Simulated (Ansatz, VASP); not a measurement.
**One calculation of Zr3S, two programs**

Contents of INCAR:

```
SYSTEM = Zr3S
PREC     = Accurate       ! precision mode
ENCUT    = 600            ! plane-wave cutoff, eV
EDIFF    = 1E-6           ! SCF threshold, eV
ISMEAR   = -1             ! smearing method
SIGMA    = 0.15           ! smearing width, eV
LREAL    = .False.        ! projectors in reciprocal space
LASPH    = .True.         ! aspherical terms in the spheres
NELM     = 80             ! most SCF steps
ALGO     = Normal         ! electronic algorithm
ISIF     = 3              ! what is computed and relaxed
LWAVE    = .False.        ! write WAVECAR
LCHARG   = .False.        ! write CHGCAR
GGA      = PE             ! functional
IBRION   = 2              ! ionic algorithm
NSW      = 80             ! ionic steps
EDIFFG   = -0.001         ! ionic threshold
```

Contents of KPOINTS:

```
Automatic mesh
0
Gamma
  6 6 6
  0 0 0
```

The input POSCAR:

```
Zr3S
1.0
    5.9123785258      0.0000000000      0.0000000000
   -2.9561892629      5.1202700001      0.0000000000
    0.0000000000      0.0000000000      5.7527033021
Zr S
6 2
Direct
    0.3191061754      0.0000000000      0.0000000000
    0.3191061754      0.3191061754      0.5000000000
    0.0000000000      0.3191061754      0.0000000000
    0.6808938246      0.0000000000      0.5000000000
    0.6808938246      0.6808938246      0.0000000000
    0.0000000000      0.6808938246      0.5000000000
    0.3333333333      0.6666666667      0.2500000000
    0.6666666667      0.3333333333      0.7500000000
```

Input for Ansatz:

```yaml
crystal:
  lattice:
    - [5.9123785258, 0.0, 0.0]
    - [-2.9561892629, 5.1202700001, 0.0]
    - [0.0, 0.0, 5.7527033021]
  atoms:
    - { symbol: Zr, position: [0.3191061754, 0.0, 0.0] }
    - { symbol: Zr, position: [0.3191061754, 0.3191061754, 0.5] }
    - { symbol: Zr, position: [0.0, 0.3191061754, 0.0] }
    - { symbol: Zr, position: [0.6808938246, 0.0, 0.5] }
    - { symbol: Zr, position: [0.6808938246, 0.6808938246, 0.0] }
    - { symbol: Zr, position: [0.0, 0.6808938246, 0.5] }
    - { symbol: S, position: [0.3333333333, 0.6666666667, 0.25] }
    - { symbol: S, position: [0.6666666667, 0.3333333333, 0.75] }
basis:
  ecutwfc: 420
kpoints:
  mp_grid: { grid: [6, 6, 6] }
hamiltonian:
  xc: pbe
scf:
  occupations: { method: fermi_dirac, width: 0.15 }
output:
  forces: true
  stress: true
  eigenvalues: true
relax:
  adjacent_minimum: "off"
  f_tol: 0.001
  max_steps: 60
  cell: { stress_tol: 0.01 }
```

Alike in both runs: task relaxation of cell and atoms; functional PBE; k mesh 6 × 6 × 6; occupations fermi-dirac, width 0.15 eV; no spin polarisation.

|  | VASP | Ansatz |
| --- | --- | --- |
| version | VASP 6.6.1 | Ansatz 0.2.0 |
| potentials or method | VASP PAW PBE potentials, release 64 (Zr_sv, S), cutoff 600 eV | scalar-relativistic, plane waves, PAW |
| valence electrons in the cell | 84 | 84 |

|  | VASP | Ansatz | Ansatz less VASP |
| --- | --- | --- | --- |
| gap on the k mesh at the Fermi level, each at its own relaxed structure (eV) | none | none | - |
| relaxed volume (Å³/atom) | 21.83 | 21.82 | -0.007 |
| relaxed cell length with the largest relative difference (Å) | 5.932 | 5.931 | -0.0012 |

A gap of «none» marks a metal or a gap that the smearing closes.
